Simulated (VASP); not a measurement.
A run of VASP 6.6.1 is set up as follows.

Contents of INCAR:

```
  PREC = Accurate
  ENCUT = 600
  EDIFF = 1E-7
  ISMEAR = -1
  SIGMA = 0.05
  LREAL = False
  LASPH = True
  NELM = 80
  ALGO = Normal
  ISIF = 3
  LWAVE = False
  LCHARG = False
  GGA = PS
  IBRION = 2
  NSW = 100
  EDIFFG = -0.002
```

The input KPOINTS:

```
regular mesh
0
Gamma
  24 24 24
```

Contents of POSCAR:

```
Ir
1.0
    0.0000000000      1.9156000000      1.9156000000
    1.9156000000      0.0000000000      1.9156000000
    1.9156000000      1.9156000000      0.0000000000
Ir
1
Direct
    0.0000000000      0.0000000000      0.0000000000
```

Potentials or basis: VASP PAW PBE potentials, release 64 (Ir).

The run is started by

```console
$ cat potpaw_PBE.64/Ir/POTCAR > POTCAR
$ mpirun -np 1 vasp_std > vasp.out
```

Question: What does it give for the relaxed volume?

Answer: 14.09 Å³/atom.

Question: Estimate the band gap on the k mesh.

Answer: Zero (an odd number of electrons rules out a gap without spin polarisation).

Final structure:
```
Ir
1.0
     0.00000    1.91697    1.91697
     1.91697    0.00000    1.91697
     1.91697    1.91697    0.00000
Ir
1
Direct
  0.00000 0.00000 0.00000
```

Caveat: the PAW data sets were made with another functional, which shifts forces and pressure a little; spin-orbit coupling is left out, which moves the levels of the heavy elements.
